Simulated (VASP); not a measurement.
# TaN (P6_3mc) in VASP: a series of runs

TaN is run at these levels: PBEsol+U; tasks: single point.

Program: VASP 6.6.1. These are calculated values, not measurements. Logs are shortened: lines on timing, memory, paths and dates and some standing lists are left out, and cuts for length are marked.

### Step 1. The cell of the first run

The structure is hexagonal, space group P6_3mc (No. 186). Conventional cell: a = 3.050 Å, b = 3.050 Å, c = 4.940 Å, α = 90.00°, β = 90.00°, γ = 120.00°. Within 2.5 Å of Ta (site symmetry 3m) lie 4 N at 1.85 to 1.90 Å. N (site symmetry 3m) has 4 Ta at 1.85 to 1.90 Å within 2.5 Å.

### Step 2. Single point, PBEsol+U, collinear spin, zero start

File INCAR:

```
ALGO     = Normal         # electronic algorithm
EDIFF    = 1E-6           # SCF threshold, eV
ENCUT    = 700            # plane-wave cutoff, eV
GGA      = PS             # functional
GGA_COMPAT= F            
ISIF     = 2              # what is computed and relaxed
ISMEAR   = 0              # smearing method
ISPIN    = 2              # spin polarisation
LASPH    = T              # aspherical terms in the spheres
LCHARG   = F              # write CHGCAR
LDAU     = T              # DFT+U
LDAUJ    = 0 0          
LDAUL    = 2 -1           # shell
LDAUPRINT= 1            
LDAUTYPE = 2            
LDAUU    = 6 0            # U, eV
LMAXMIX  = 4              # l up to which the mixer works
LORBIT   = 11             # projections on sites
LREAL    = F              # projectors in reciprocal space
LWAVE    = F              # write WAVECAR
MAGMOM   = 0 0 0 0        # initial moments
NBANDS   = 30             # bands
NELM     = 200            # most SCF steps
PREC     = Accurate       # precision mode
SIGMA    = 0.05           # smearing width, eV
```

File KPOINTS:

```
k-points
0
Gamma
  7 7 4
```

File POSCAR:

```
TaN
1.0
    3.0500020400      0.0000000000      0.0000000000
   -1.5250010200      2.6413792500      0.0000000000
    0.0000000000      0.0000000000      4.9400015300
Ta N
2 2
Direct
    0.3333333333      0.6666666667      0.0000000000
    0.6666666667      0.3333333333      0.5000000000
    0.3333333333      0.6666666667      0.3850000000
    0.6666666667      0.3333333333      0.8850000000
```

Potentials or basis: VASP PAW PBE potentials, release 64 (Ta_sv_GW, N).

Launch:

```
$ cat potpaw_PBE.64/Ta_sv_GW/POTCAR potpaw_PBE.64/N/POTCAR > POTCAR
$ mpirun -np 1 vasp_std > vasp.out
```

OUTCAR:

```text
EDIFF = 1E-6
   ENCUT = 700
   GGA = PS
   ISIF = 2
   ISMEAR = 0
   ISPIN = 2
   LASPH = T
   LORBIT = 11
   LREAL = F
   NELM = 200
   PREC = Accurate

 ion  position               nearest neighbor table
   1  0.333  0.667  0.000-   4 1.85   4 1.85   4 1.85   3 1.90   2 3.03   2 3.03   2 3.03   2 3.03
                             2 3.03   2 3.03
   2  0.667  0.333  0.500-   3 1.85   3 1.85   3 1.85   4 1.90   1 3.03   1 3.03   1 3.03   1 3.03
                             1 3.03   1 3.03
   3  0.333  0.667  0.385-   2 1.85   2 1.85   2 1.85   1 1.90
   4  0.667  0.333  0.885-   1 1.85   1 1.85   1 1.85   2 1.90

  LATTYP: Found a hexagonal cell.
 ALAT       =     3.0500020400
 C/A-ratio  =     1.6196715495

  Lattice vectors:

 A1 = (   3.0500020400,   0.0000000000,   0.0000000000)
 A2 = (  -1.5250010200,   2.6413792500,   0.0000000000)
 A3 = (   0.0000000000,   0.0000000000,   4.9400015300)

Analysis of symmetry for initial positions (statically):
=====================================================================
 Subroutine PRICEL returns:
 Original cell was already a primitive cell.

 Routine SETGRP: Setting up the symmetry group for a
 hexagonal supercell.

 Subroutine GETGRP returns: Found 12 space group operations
 (whereof  6 operations were pure point group operations)
 out of a pool of 24 trial point group operations.

The static configuration has the point symmetry C_3v.
 The point group associated with its full space group is C_6v.

Analysis of symmetry for dynamics (positions and initial velocities):
=====================================================================
 Subroutine PRICEL returns:
 Original cell was already a primitive cell.

 Routine SETGRP: Setting up the symmetry group for a
 hexagonal supercell.

 Subroutine GETGRP returns: Found 12 space group operations
 (whereof  6 operations were pure point group operations)
 out of a pool of 24 trial point group operations.

The dynamic configuration has the point symmetry C_3v.
 The point group associated with its full space group is C_6v.

Analysis of structural, dynamic, and magnetic symmetry:
=====================================================================
 Subroutine PRICEL returns:
 Original cell was already a primitive cell.

 Routine SETGRP: Setting up the symmetry group for a
 hexagonal supercell.

 Subroutine GETGRP returns: Found 12 space group operations
 (whereof  6 operations were pure point group operations)
 out of a pool of 24 trial point group operations.

The overall configuration has the point symmetry C_3v.
 The point group associated with its full space group is C_6v.

 Subroutine INISYM returns: Found 12 space group operations
 (whereof  6 operations are pure point group operations),
 and found     1 'primitive' translations

----------------------------------------------------------------------------------------

                                     Primitive cell

  volume of cell :      39.7977

  direct lattice vectors                    reciprocal lattice vectors
     3.050002040  0.000000000  0.000000000     0.327868633  0.189295043  0.000000000
    -1.525001020  2.641379250  0.000000000     0.000000000  0.378590087  0.000000000
     0.000000000  0.000000000  4.940001530     0.000000000  0.000000000  0.202429087
[... 157 lines left out ...]
  o =  0.1899  v =  0.0000  0.0000  0.0000  0.0000  0.0000  0.0000 -0.8307 -0.0000  0.0000  0.5567      0.0000  0.0000  0.0000  0.0000  0.0000  0.0000  0.0000  0.0000  0.0000  0.0000
  o =  0.3266  v =  0.0000 -0.0000  1.0000 -0.0000 -0.0000  0.0000  0.0000  0.0000  0.0000  0.0000      0.0000  0.0000  0.0000  0.0000  0.0000  0.0000  0.0000  0.0000  0.0000  0.0000
  o =  0.3266  v =  0.0000  0.0000  0.0000  0.0000  0.0000  0.0000 -0.0000  1.0000 -0.0000 -0.0000      0.0000  0.0000  0.0000  0.0000  0.0000  0.0000  0.0000  0.0000  0.0000  0.0000
  o =  0.3482  v = -0.8307  0.0000 -0.0000 -0.5567  0.0000  0.0000  0.0000  0.0000  0.0000  0.0000      0.0000  0.0000  0.0000  0.0000  0.0000  0.0000  0.0000  0.0000  0.0000  0.0000
  o =  0.3482  v =  0.0000  0.5567  0.0000  0.0000  0.8307  0.0000  0.0000  0.0000  0.0000  0.0000      0.0000  0.0000  0.0000  0.0000  0.0000  0.0000  0.0000  0.0000  0.0000  0.0000
  o =  0.3482  v =  0.0000  0.0000  0.0000  0.0000  0.0000 -0.8307  0.0000 -0.0000 -0.5567  0.0000      0.0000  0.0000  0.0000  0.0000  0.0000  0.0000  0.0000  0.0000  0.0000  0.0000
  o =  0.3482  v =  0.0000  0.0000  0.0000  0.0000  0.0000  0.0000  0.5567  0.0000  0.0000  0.8307      0.0000  0.0000  0.0000  0.0000  0.0000  0.0000  0.0000  0.0000  0.0000  0.0000

atom =   2  type =  1  l = 2

 onsite density matrix

spin component  1

  0.2990  0.0000  0.0000 -0.0734 -0.0000
  0.0000  0.2387 -0.0000 -0.0000 -0.0734
  0.0000 -0.0000  0.3266 -0.0000  0.0000
 -0.0734 -0.0000 -0.0000  0.2387  0.0000
 -0.0000 -0.0734  0.0000  0.0000  0.2990

spin component  2

  0.2992  0.0000  0.0000 -0.0732 -0.0000
  0.0000  0.2390 -0.0000 -0.0000 -0.0732
  0.0000 -0.0000  0.3266 -0.0000  0.0000
 -0.0732 -0.0000 -0.0000  0.2390  0.0000
 -0.0000 -0.0732  0.0000  0.0000  0.2992

 occupancies and eigenvectors

  o =  0.1896  v = -0.5567  0.0000  0.0000 -0.8307 -0.0000  0.0000  0.0000  0.0000  0.0000  0.0000      0.0000  0.0000  0.0000  0.0000  0.0000  0.0000  0.0000  0.0000  0.0000  0.0000
  o =  0.1896  v =  0.0000  0.8307 -0.0000 -0.0000  0.5567  0.0000  0.0000  0.0000  0.0000  0.0000      0.0000  0.0000  0.0000  0.0000  0.0000  0.0000  0.0000  0.0000  0.0000  0.0000
  o =  0.1899  v =  0.0000  0.0000  0.0000  0.0000  0.0000  0.5567 -0.0000  0.0000  0.8307 -0.0000      0.0000  0.0000  0.0000  0.0000  0.0000  0.0000  0.0000  0.0000  0.0000  0.0000
  o =  0.1899  v =  0.0000  0.0000  0.0000  0.0000  0.0000  0.0000  0.8307 -0.0000  0.0000  0.5567      0.0000  0.0000  0.0000  0.0000  0.0000  0.0000  0.0000  0.0000  0.0000  0.0000
  o =  0.3266  v =  0.0000 -0.0000 -1.0000 -0.0000  0.0000  0.0000  0.0000  0.0000  0.0000  0.0000      0.0000  0.0000  0.0000  0.0000  0.0000  0.0000  0.0000  0.0000  0.0000  0.0000
  o =  0.3266  v =  0.0000  0.0000  0.0000  0.0000  0.0000 -0.0000  0.0000  1.0000  0.0000 -0.0000      0.0000  0.0000  0.0000  0.0000  0.0000  0.0000  0.0000  0.0000  0.0000  0.0000
  o =  0.3482  v = -0.8307  0.0000 -0.0000  0.5567  0.0000  0.0000  0.0000  0.0000  0.0000  0.0000      0.0000  0.0000  0.0000  0.0000  0.0000  0.0000  0.0000  0.0000  0.0000  0.0000
  o =  0.3482  v =  0.0000 -0.5567  0.0000 -0.0000  0.8307  0.0000  0.0000  0.0000  0.0000  0.0000      0.0000  0.0000  0.0000  0.0000  0.0000  0.0000  0.0000  0.0000  0.0000  0.0000
  o =  0.3482  v =  0.0000  0.0000  0.0000  0.0000  0.0000  0.8307  0.0000 -0.0000 -0.5567 -0.0000      0.0000  0.0000  0.0000  0.0000  0.0000  0.0000  0.0000  0.0000  0.0000  0.0000
  o =  0.3482  v =  0.0000  0.0000  0.0000  0.0000  0.0000  0.0000 -0.5567  0.0000 -0.0000  0.8307      0.0000  0.0000  0.0000  0.0000  0.0000  0.0000  0.0000  0.0000  0.0000  0.0000

 number of electron      35.9999997 magnetization      -0.0018014

 Free energy of the ion-electron system (eV)
  ---------------------------------------------------
  ext. energy  EPLUGINS =         0.00000000
  ---------------------------------------------------
  free energy    TOTEN  =       -33.76292266 eV

  energy without entropy =      -33.75927169  energy(sigma->0) =      -33.76109717

 E-fermi :  14.8370     XC(G=0): -14.1112

 val. band max:       14.8354850268   @ k =   0.1429   0.0000   0.2500
 cond. band min:      14.8564347632   @ k =   0.1429   0.1429   0.5000
 fundamental gap:      0.0209497364
 Fermi energy:        14.8370185986

 spin component 1

 k-point     1 :       0.0000    0.0000    0.0000
  band No.  band energies     occupation
      1     -54.6145      1.00000
      2     -54.5212      1.00000
      3     -22.2829      1.00000
      4     -21.1906      1.00000
      5     -21.1906      1.00000
      6     -21.0042      1.00000
[... 781 lines left out ...]
     29      27.3666      0.00000
     30      27.3666      0.00000
 Fermi energy:        14.8370185986

 spin component 2

 k-point     1 :       0.0000    0.0000    0.0000
  band No.  band energies     occupation
      1     -54.6148      1.00000
      2     -54.5215      1.00000
      3     -22.2833      1.00000
      4     -21.1910      1.00000
      5     -21.1910      1.00000
      6     -21.0046      1.00000
[... 781 lines left out ...]
     29      27.3658      0.00000
     30      27.3658      0.00000

------------------------ aborting loop because EDIFF is reached ----------------------------------------

  FORCE on cell =-STRESS in cart. coord.  units (eV):
  Direction    XX          YY          ZZ          XY          YZ          ZX
  --------------------------------------------------------------------------------------
  -------------------------------------------------------------------------------------
  Total       40.1996624     40.1996625     35.5824137     -0.0000000      0.0000000      0.0000000
  in kB     1618.3595438   1618.3595460   1432.4781695     -0.0000000      0.0000000      0.0000000
  external PRESSURE =    1556.3990864 kB  Pullay stress =       0.0000000 kB

 VOLUME and BASIS-vectors are now :
 -----------------------------------------------------------------------------
  energy-cutoff  :      700.00
  volume of cell :       39.80
      direct lattice vectors                 reciprocal lattice vectors
     3.050002040  0.000000000  0.000000000     0.327868633  0.189295043  0.000000000
    -1.525001020  2.641379250  0.000000000     0.000000000  0.378590087  0.000000000
     0.000000000  0.000000000  4.940001530     0.000000000  0.000000000  0.202429087

 POSITION                                       TOTAL-FORCE (eV/Angst)
 -----------------------------------------------------------------------------------
     -0.00000      1.76092      0.00000         0.000000      0.000000      2.383425
      1.52500      0.88046      2.47000        -0.000000     -0.000000      2.383425
     -0.00000      1.76092      1.90190         0.000000      0.000000     -2.383425
      1.52500      0.88046      4.37190        -0.000000     -0.000000     -2.383425
 -----------------------------------------------------------------------------------
    total drift:                               -0.000000      0.000000      0.000018

  FREE ENERGIE OF THE ION-ELECTRON SYSTEM (eV)
  ---------------------------------------------------
  free  energy   TOTEN  =       -33.7629226560 eV

  energy  without entropy=      -33.7592716917  energy(sigma->0) =      -33.76109717

 total charge

# of ion       s       p       d       f       tot
--------------------------------------------------
    1        3.571   6.103   2.740   0.245  12.659
    2        3.571   6.103   2.740   0.245  12.659
    3        1.297   2.767   0.000   0.000   4.064
    4        1.297   2.767   0.000   0.000   4.064
--------------------------------------------------
tot          9.736  17.740   5.481   0.489  33.446

 magnetization (x)

# of ion       s       p       d       f       tot
--------------------------------------------------
    1       -0.000  -0.000  -0.001  -0.000  -0.001
    2       -0.000  -0.000  -0.001  -0.000  -0.001
    3       -0.000   0.000   0.000   0.000   0.000
    4       -0.000   0.000   0.000   0.000   0.000
--------------------------------------------------
tot         -0.000   0.000  -0.002  -0.000  -0.002
```

Wall time 84 s (1 thread of Intel Xeon Platinum 8488C (Sapphire Rapids), shared host); peak memory 0.25 GiB.

Results:

```
Free energy                                           : -33.7629 eV
Pressure                                              : 155.6 GPa
Largest force                                         : 2.383 eV/Å
Band gap on the k mesh                                : zero (filled and empty bands overlap)
Net moment                                            : 0.00 μB per cell
Valence electrons inside the program's atomic spheres : Ta 12.66; N 4.06
```

Forces on the atoms (eV/Å):
```
Ta   0.000  0.000  2.383
Ta   0.000  0.000  2.383
N    0.000  0.000 -2.383
N    0.000  0.000 -2.383
```

Stress tensor (GPa, compression positive):
```
161.84   0.00   0.00
  0.00 161.84   0.00
  0.00   0.00 143.25
```

Eigenvalues of the final occupation matrices:
```
    site  spin  trace               eigenvalues
site 1 d     1   1.40  0.19 0.19 0.33 0.35 0.35
site 1 d     2   1.40  0.19 0.19 0.33 0.35 0.35
site 2 d     1   1.40  0.19 0.19 0.33 0.35 0.35
site 2 d     2   1.40  0.19 0.19 0.33 0.35 0.35
```

Caveat: the stress differs along the axes, from 143 to 162 GPa; the PAW data sets were made with another functional, which shifts forces and pressure a little; spin-orbit coupling is left out, which moves the levels of the heavy elements.

### Step 3. Single point, PBEsol+U, collinear spin

File INCAR:

```
ALGO = Normal
EDIFF = 1E-6
ENCUT = 700
GGA = PS
GGA_COMPAT = False
ISIF = 2
ISMEAR = 0
ISPIN = 2
LASPH = True
LCHARG = False
LDAU = True
LDAUJ = 0 0
LDAUL = 2 -1
LDAUPRINT = 1
LDAUTYPE = 2
LDAUU = 6 0
LMAXMIX = 4
LORBIT = 11
LREAL = False
LWAVE = False
MAGMOM = 0.03 0.03 -0.01 -0.01
NBANDS = 30
NELM = 200
PREC = Accurate
SIGMA = 0.05
```

KPOINTS is that of step 2.

POSCAR is that of step 2.

Potentials or basis: VASP PAW PBE potentials, release 64 (Ta_sv_GW, N).

Launch:

```
$ cat potpaw_PBE.64/Ta_sv_GW/POTCAR potpaw_PBE.64/N/POTCAR > POTCAR
$ mpirun -np 1 vasp_std > vasp.out
```

Run time: 2.4 min. Hardware: 1 thread of Intel Xeon Platinum 8259CL at 2.50GHz (Skylake/Cascade Lake), shared host; peak memory 0.26 GiB.

The run converged. Its results:

```
Free energy                                           : -33.7630 eV
Pressure                                              : 155.6 GPa
Largest force                                         : 2.389 eV/Å
Net moment                                            : -0.08 μB per cell
Site moments                                          : Ta -0.03; N +0.00 μB
Valence electrons inside the program's atomic spheres : Ta 12.66; N 4.06
```

Forces in eV/Å, atoms in the order of the input:
```
Ta   0.000  0.000  2.389
Ta   0.000  0.000  2.389
N    0.000  0.000 -2.389
N    0.000  0.000 -2.389
```

Stress tensor (GPa, compression positive):
```
161.79   0.00   0.00
  0.00 161.79   0.00
  0.00   0.00 143.32
```

Levels at points of the mesh, in eV from the Fermi level:
Spin up:
| k point | band 15 | band 16 | band 17 | band 18 | band 19 | band 20 | band 21 | band 22 |
| --- | --- | --- | --- | --- | --- | --- | --- | --- |
| (0.00, 0.00, 0.00) | -8.02 | -8.02 | -0.94 | -0.29 | -0.29 | 1.83 | 3.06 | 3.06 |
| (0.00, 0.00, 0.50) | -8.61 | -8.61 | 1.33 | 1.33 | 1.77 | 1.77 | 1.77 | 1.77 |
Spin down:
```csv
k point,band 15,band 16,band 17,band 18,band 19,band 20,band 21,band 22
"(0.00, 0.00, 0.00)",-8.04,-8.04,-0.96,-0.38,-0.38,1.82,2.98,2.98
"(0.00, 0.00, 0.50)",-8.63,-8.63,1.31,1.31,1.67,1.67,1.67,1.67
```

Eigenvalues of the final occupation matrices:
| site | spin | trace | eigenvalues |
| --- | --- | --- | --- |
| site 1 d | 1 | 1.39 | 0.18 0.18 0.33 0.35 0.35 |
| site 1 d | 2 | 1.42 | 0.20 0.20 0.33 0.35 0.35 |
| site 2 d | 1 | 1.39 | 0.18 0.18 0.33 0.35 0.35 |
| site 2 d | 2 | 1.42 | 0.20 0.20 0.33 0.35 0.35 |

Caveat: the stress differs along the axes, from 143 to 162 GPa; the PAW data sets were made with another functional, which shifts forces and pressure a little; spin-orbit coupling is left out, which moves the levels of the heavy elements.

[end of part 1 of 2]

The gap in the log of VASP goes by the Fermi energy; the results here count the filled bands.